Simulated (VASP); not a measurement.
Runs of VASP 6.6.1 on TiCo3. The structure is that of space group Pm-3m (No. 221), or close to it. The cells are those of the table. 

```tsv
cell	gap on the mesh (eV)	pressure (GPa)
a = 3.795 Å, 4 atoms	none	-32.2
a = 3.498 Å, 4 atoms	none	(b)
a = 3.342 Å, 4 atoms	none	53.7
a = 3.171 Å, 4 atoms	none	152.3
a = 3.641 Å, 4 atoms	none	(a)
a = 3.259 Å, 4 atoms	none	94.2
a = 3.422 Å, 4 atoms	none	25.4
```

Alike in all rows: task single point; level PBEsol; potentials or basis VASP PAW PBE potentials, release 64 (Ti_sv, Co); no spin polarisation; k mesh 10 × 10 × 10; cutoff (eV) 520; smearing fermi-dirac 0.05 eV.

Problem. Estimate the missing entries.

Solution. (a) -19.0; (b) 5.4.

Caveats: the PAW data sets were made with another functional, which shifts forces and pressure a little; the run has no spin polarisation, though such a crystal can be magnetic; the cell stands under pressure (at least some runs); the cell stands under tension (at least some runs).

A gap of «none» marks levels without a gap at the run's occupations.
